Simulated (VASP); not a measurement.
# Al3GaN4 (P-43m) in VASP: single point with r2SCAN

Aim: the single point of Al3GaN4 with r2SCAN.

Program: VASP 6.6.1. These are calculated values, not measurements. Logs are shortened: lines on timing, memory, paths and dates and some standing lists are left out, and cuts for length are marked.

### Step 1. The cell of the first run

Symmetry: P-43m, No. 215, cubic system. Conventional cell: a = 4.401 Å, b = 4.401 Å, c = 4.401 Å, α = 90.00°, β = 90.00°, γ = 90.00°. Within 2.5 Å of Al (site symmetry -42m) lie 4 N at 1.89 Å. Within 2.6 Å of Ga (site symmetry -43m) lie 4 N at 1.95 Å. Within 2.5 Å of N (site symmetry 3m) lie 3 Al at 1.89 Å and 1 Ga at 1.95 Å.

### Step 2. Single point, r2SCAN

File POSCAR:

```
Al3GaN4
1.0
    4.4014385300      0.0000000000      0.0000000000
    0.0000000000      4.4014385300      0.0000000000
    0.0000000000      0.0000000000      4.4014385300
Al Ga N
3 1 4
Direct
    0.5000000000      0.5000000000      0.0000000000
    0.5000000000      0.0000000000      0.5000000000
    0.0000000000      0.5000000000      0.5000000000
    0.0000000000      0.0000000000      0.0000000000
    0.7441634300      0.7441634300      0.2558365700
    0.7441634300      0.2558365700      0.7441634300
    0.2558365700      0.7441634300      0.7441634300
    0.2558365700      0.2558365700      0.2558365700
```

File INCAR.step1:

```
SYSTEM = Al3GaN4
ALGO     = Normal         ! electronic algorithm
EDIFF    = 1E-4           ! SCF threshold, eV
ENCUT    = 520            ! plane-wave cutoff, eV
GGA      = PE             ! functional
ISMEAR   = 0              ! smearing method
LASPH    = .True.         ! aspherical terms in the spheres
LCHARG   = .False.        ! write CHGCAR
LREAL    = .False.        ! projectors in reciprocal space
LWAVE    = .True.         ! write WAVECAR
NBANDS   = 31             ! bands
NELM     = 100            ! most SCF steps
PREC     = Accurate       ! precision mode
SIGMA    = 0.05           ! smearing width, eV
```

File INCAR.step2:

```
SYSTEM = Al3GaN4
ALGO     = Normal         ! electronic algorithm
EDIFF    = 1E-7           ! SCF threshold, eV
ENCUT    = 520            ! plane-wave cutoff, eV
ISIF     = 2              ! what is computed and relaxed
ISMEAR   = 0              ! smearing method
ISTART   = 1            
LASPH    = .True.         ! aspherical terms in the spheres
LCHARG   = .False.        ! write CHGCAR
LMIXTAU  = .True.       
LREAL    = .False.        ! projectors in reciprocal space
LWAVE    = .False.        ! write WAVECAR
METAGGA  = R2SCAN         ! meta-GGA
NBANDS   = 31             ! bands
NELM     = 100            ! most SCF steps
PREC     = Accurate       ! precision mode
SIGMA    = 0.05           ! smearing width, eV
```

File KPOINTS:

```
k-points
0
Gamma
  6 6 6
  0 0 0
```

Potentials or basis: VASP PAW PBE potentials, release 64 (Al, Ga_d, N).

On the command line:

```bash
> cat potpaw_PBE.64/Al/POTCAR potpaw_PBE.64/Ga_d/POTCAR potpaw_PBE.64/N/POTCAR > POTCAR
> cp INCAR.step1 INCAR
> mpirun -np 1 vasp_std > vasp.out
> cp INCAR.step2 INCAR
> mpirun -np 1 vasp_std > vasp.out
```

OUTCAR:

```text
SYSTEM = Al3GaN4
   EDIFF = 1E-7
   ENCUT = 520
   ISIF = 2
   ISMEAR = 0
   ISTART = 1
   LASPH = .True.
   LREAL = .False.
   METAGGA = R2SCAN
   NELM = 100
   PREC = Accurate

 ion  position               nearest neighbor table
   1  0.500  0.500  0.000-   5 1.89   6 1.89   7 1.89   8 1.89   3 3.11   4 3.11   2 3.11   2 3.11
                             3 3.11   2 3.11   4 3.11   2 3.11   3 3.11   4 3.11   3 3.11   4 3.11
   2  0.500  0.000  0.500-   5 1.89   6 1.89   7 1.89   8 1.89   3 3.11   4 3.11   1 3.11   1 3.11
                             4 3.11   1 3.11   3 3.11   1 3.11   3 3.11   4 3.11   4 3.11   3 3.11
   3  0.000  0.500  0.500-   5 1.89   6 1.89   7 1.89   8 1.89   2 3.11   4 3.11   1 3.11   1 3.11
                             4 3.11   2 3.11   4 3.11   4 3.11   1 3.11   2 3.11   1 3.11   2 3.11
   4  0.000  0.000  0.000-   5 1.95   6 1.95   7 1.95   8 1.95   2 3.11   3 3.11   1 3.11   2 3.11
                             3 3.11   1 3.11   3 3.11   3 3.11   1 3.11   2 3.11   2 3.11   1 3.11
   5  0.744  0.744  0.256-   1 1.89   2 1.89   3 1.89   4 1.95
   6  0.744  0.256  0.744-   1 1.89   2 1.89   3 1.89   4 1.95
   7  0.256  0.744  0.744-   1 1.89   2 1.89   3 1.89   4 1.95
   8  0.256  0.256  0.256-   1 1.89   2 1.89   3 1.89   4 1.95

  LATTYP: Found a simple cubic cell.
 ALAT       =     4.4014385300

  Lattice vectors:

 A1 = (   4.4014385300,   0.0000000000,   0.0000000000)
 A2 = (   0.0000000000,   4.4014385300,   0.0000000000)
 A3 = (   0.0000000000,   0.0000000000,   4.4014385300)

Analysis of symmetry for initial positions (statically):
=====================================================================
 Subroutine PRICEL returns:
 Original cell was already a primitive cell.

 Routine SETGRP: Setting up the symmetry group for a
 simple cubic supercell.

 Subroutine GETGRP returns: Found 24 space group operations
 (whereof 24 operations were pure point group operations)
 out of a pool of 48 trial point group operations.

The static configuration has the point symmetry T_d .

Analysis of symmetry for dynamics (positions and initial velocities):
=====================================================================
 Subroutine PRICEL returns:
 Original cell was already a primitive cell.

 Routine SETGRP: Setting up the symmetry group for a
 simple cubic supercell.

 Subroutine GETGRP returns: Found 24 space group operations
 (whereof 24 operations were pure point group operations)
 out of a pool of 48 trial point group operations.

The dynamic configuration has the point symmetry T_d .

[... 112 lines left out ...]
   ISYM   =      2    0-nonsym 1-usesym 2-fastsym
   POTIM  = 0.5000    time-step for ionic-motion
   TEBEG  =    0.0;   TEEND  =   0.0 temperature during run
   PSTRESS=    0.0 pullay stress
   NELECT =      42.0000    total number of electrons
   NUPDOWN=      -1.0000    fix difference up-down
   EMIN   =  10.00;   EMAX   =-10.00  energy-range for DOS
   EFERMI =   0.00;   METHOD = LEGACY
   ISMEAR =     0;   SIGMA  =   0.05  broadening in eV -4-tet -1-fermi 0-gaus
   EFERMI_NEDOS =   21; number of points for ismear=-14 and -15
   IALGO  =     38    algorithm
   IMIX   =      4    mixing-type and parameters
     AMIX     =   0.40;   BMIX     =  1.00
     AMIX_MAG =   1.60;   BMIX_MAG =  1.00
  volume/ion in A,a.u.               =      10.66        71.93
  Fermi-wavevector in a.u.,A,eV,Ry     =   1.292895  2.443217 22.743196  1.671578
  Thomas-Fermi vector in A             =   2.424575
   LORBIT       =      0    0 simple, 1 ext, 2 COOP (PROOUT), +10 PAW based schemes
   METAGGA = R2SCAN    functional components
   LHFCALC =     F    Hartree Fock is set to
   AEXX    =    0.0000 exact exchange contribution
   IVDW    =     0    specifies the selected vdW correction
   LEPSILON=     F    determine dielectric tensor
   LRPA    =     F    only Hartree local field effects (RPA)
 non-spin polarized calculation
 Gauss-broadening in eV      SIGMA  =   0.05
  energy-cutoff  :      520.00
  volume of cell :       85.27
 maximum number of plane-waves:      2320
 NGX is ok and might be reduce to    36
   NGX = 17   NGY = 17   NGZ = 17

 number of electron      41.9999993 magnetization

 Free energy of the ion-electron system (eV)
  ---------------------------------------------------
  ext. energy  EPLUGINS =         0.00000000
  ---------------------------------------------------
  free energy    TOTEN  =       -79.43762479 eV

  energy without entropy =      -79.43762479  energy(sigma->0) =      -79.43762479

 E-fermi :   5.7390     XC(G=0): -11.7537

 val. band max:        5.4873448736   @ k =   0.0000   0.0000   0.0000
 cond. band min:       9.4927447036   @ k =   0.0000   0.0000   0.0000
 fundamental gap:      4.0053998301
 Fermi energy:         5.7389937183

 k-point     1 :       0.0000    0.0000    0.0000
  band No.  band energies     occupation
      1     -10.4824      2.00000
      2      -8.5690      2.00000
      3      -8.5690      2.00000
      4      -8.5690      2.00000
      5      -7.4773      2.00000
      6      -7.4773      2.00000
[... 669 lines left out ...]
     30      17.0223      0.00000
     31      17.0234      0.00000

------------------------ aborting loop because EDIFF is reached ----------------------------------------

  FORCE on cell =-STRESS in cart. coord.  units (eV):
  Direction    XX          YY          ZZ          XY          YZ          ZX
  --------------------------------------------------------------------------------------
  -------------------------------------------------------------------------------------
  Total       -0.0183772     -0.0183772     -0.0183772     -0.0000000      0.0000000     -0.0000000
  in kB       -0.3453074     -0.3453074     -0.3453074     -0.0000000      0.0000000     -0.0000000
  external PRESSURE =      -0.3453074 kB  Pullay stress =       0.0000000 kB

 VOLUME and BASIS-vectors are now :
 -----------------------------------------------------------------------------
  energy-cutoff  :      520.00
  volume of cell :       85.27
      direct lattice vectors                 reciprocal lattice vectors
     4.401438530  0.000000000  0.000000000     0.227198447  0.000000000  0.000000000
     0.000000000  4.401438530  0.000000000     0.000000000  0.227198447  0.000000000
     0.000000000  0.000000000  4.401438530     0.000000000  0.000000000  0.227198447

 POSITION                                       TOTAL-FORCE (eV/Angst)
 -----------------------------------------------------------------------------------
      2.20072      2.20072      0.00000         0.000000      0.000000     -0.000000
      2.20072      0.00000      2.20072         0.000000     -0.000000     -0.000000
      0.00000      2.20072      2.20072         0.000000     -0.000000     -0.000000
      0.00000      0.00000      0.00000         0.000000      0.000000     -0.000000
      3.27539      3.27539      1.12605        -0.009806     -0.009806      0.009806
      3.27539      1.12605      3.27539        -0.009806      0.009806     -0.009806
      1.12605      3.27539      3.27539         0.009806     -0.009806     -0.009806
      1.12605      1.12605      1.12605         0.009806      0.009806      0.009806
 -----------------------------------------------------------------------------------
    total drift:                                0.000000      0.000000      0.000000

  FREE ENERGIE OF THE ION-ELECTRON SYSTEM (eV)
  ---------------------------------------------------
  free  energy   TOTEN  =       -79.4376247864 eV

  energy  without entropy=      -79.4376247864  energy(sigma->0) =      -79.43762479
```

Run time: 7.8 min. Hardware: 1 thread of AMD EPYC 7R13, shared host; peak memory 0.21 GiB.

Results:

```
Free energy            : -79.4376 eV
Pressure               : 0.0 GPa
Largest force          : 0.017 eV/Å
Band gap on the k mesh : 4.01 eV
```

Forces on the atoms (eV/Å):
```
Al   0.000  0.000  0.000
Al   0.000  0.000  0.000
Al   0.000  0.000  0.000
Ga   0.000  0.000  0.000
N   -0.010 -0.010  0.010
N   -0.010  0.010 -0.010
N    0.010 -0.010 -0.010
N    0.010  0.010  0.010
```

Caveat: the PAW data sets were made with another functional, which shifts forces and pressure a little. A k mesh can miss the band edges.
